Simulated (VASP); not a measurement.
Set up this calculation in VASP 6.6.1, as the native input.

```yaml
Task: single point
Functional: PBE
Potentials_or_basis: VASP PAW PBE potentials, release 64 (Sr_sv, O)
Cutoff: 520 eV
k_mesh: 8 × 8 × 8
Occupations: fermi-dirac, width 0.02 eV
Spin: no spin polarisation
Dipole_correction: no
Further_INCAR_settings: ALGO = Normal; EDIFF = 1e-07; NBANDS = 15
```

The structure of SrO lies in POSCAR:

```
SrO
1.0
    0.0000000000      2.5798923265      2.5798923265
    2.5798923265      0.0000000000      2.5798923265
    2.5798923265      2.5798923265      0.0000000000
Sr O
1 1
Direct
    0.0000000000      0.0000000000      0.0000000000
    0.5000000000      0.5000000000      0.5000000000
```

One way to write it, as run:

INCAR

```
SYSTEM = SrO
  ALGO = Normal
  EDIFF = 1E-7
  ENCUT = 520
  GGA = PE
  ISIF = 2
  ISMEAR = -1
  LASPH = .True.
  LCHARG = .True.
  LELF = .True.
  LREAL = .False.
  LVHAR = .True.
  LWAVE = .False.
  NBANDS = 15
  NELM = 60
  PREC = Accurate
  SIGMA = 0.02
```

KPOINTS

```
k-points
0
Gamma
  8 8 8
  0 0 0
```

Potentials or basis: VASP PAW PBE potentials, release 64 (Sr_sv, O).

The run is started by

```sh
$ cat potpaw_PBE.64/Sr_sv/POTCAR potpaw_PBE.64/O/POTCAR > POTCAR
$ mpirun -np 1 vasp_std > vasp.out
```

It gave:

| Property | Result |
| --- | --- |
| Pressure | 2.4 GPa |
| Band gap on the k mesh | 3.27 eV, indirect (least direct gap 3.37 eV) |

Wall time 18 s on 1 thread of Intel(R) Xeon(R) Platinum 8259CL CPU @ 2.50GHz (Skylake/Cascade Lake), with other jobs on the host, peak memory 0.16 GiB.
